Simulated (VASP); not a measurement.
Input of a VASP 6.6.1 run:

POSCAR

```
Si
1.0
    0.0000000000      2.7009711365      2.7009711365
    2.7009711365      0.0000000000      2.7009711365
    2.7009711365      2.7009711365      0.0000000000
Si
2
Direct
    0.7500000000      0.7500000000      0.7500000000
    0.5000000000      0.5000000000      0.5000000000
```

INCAR.step1

```
PREC = Accurate
ENCUT = 400
EDIFF = 1E-6
ISMEAR = 0
SIGMA = 0.1
LREAL = False
LASPH = True
NELM = 200
ALGO = Normal
ISIF = 2
LWAVE = False
LCHARG = True
MAGMOM = 0 0 0 0 0 0
LSORBIT = True
GGA_COMPAT = False
LORBMOM = True
GGA = CA
NBANDS = 20
NEDOS = 2001
LORBIT = 11
```

KPOINTS.step1

```
Automatic mesh
0
Gamma
  14 14 14
```

INCAR.step2

```
PREC = Accurate
ENCUT = 400
EDIFF = 1E-6
ISMEAR = -5
SIGMA = 0.1
LREAL = False
LASPH = True
NELM = 200
ALGO = Normal
ISIF = 2
LWAVE = False
LCHARG = False
MAGMOM = 0 0 0 0 0 0
LORBIT = 11
LSORBIT = True
GGA_COMPAT = False
LORBMOM = True
GGA = CA
NBANDS = 20
NEDOS = 1001
ICHARG = 11
```

Contents of KPOINTS.step2:

```
Automatic mesh
0
Gamma
  21 21 21
```

Potentials or basis: VASP PAW LDA potentials, release 64 (Si).

Launch:

```sh
$ cat potpaw_LDA.64/Si/POTCAR > POTCAR
$ cp INCAR.step1 INCAR
$ cp KPOINTS.step1 KPOINTS
$ mpirun -np 1 vasp_ncl > vasp.out
$ cp INCAR.step2 INCAR
$ cp KPOINTS.step2 KPOINTS
$ mpirun -np 1 vasp_ncl > vasp.out
```

(1) Predict the net moment.

## Answers

(1) 0.00 μB per cell.
